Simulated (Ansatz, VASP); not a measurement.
# Ge in VASP and in Ansatz

```
Ge
1.0
     0.00000    2.82877    2.82877
     2.82877    0.00000    2.82877
     2.82877    2.82877    0.00000
Ge
2
Direct
  0.50000 0.50000 0.50000
  0.75000 0.75000 0.75000
```

Alike in both runs: task single point; functional PBE; k mesh 11 × 11 × 11; occupations fermi-dirac, width 0.05 eV; no spin polarisation.

|  | VASP | Ansatz |
| --- | --- | --- |
| version | VASP 6.6.1 | Ansatz 0.2.0 |
| potentials or method | VASP PAW PBE potentials, release 64 (Ge_d), cutoff 520 eV | all-electron LAPW, non-relativistic |

Ansatz gave:

| Quantity | Value |
| --- | --- |
| pressure (GPa) | 4.1 |

Problem. Estimate VASP's values.

Solution. Pressure (GPa): 3.6.

Ansatz ran all-electron here, and VASP with PAW potentials.
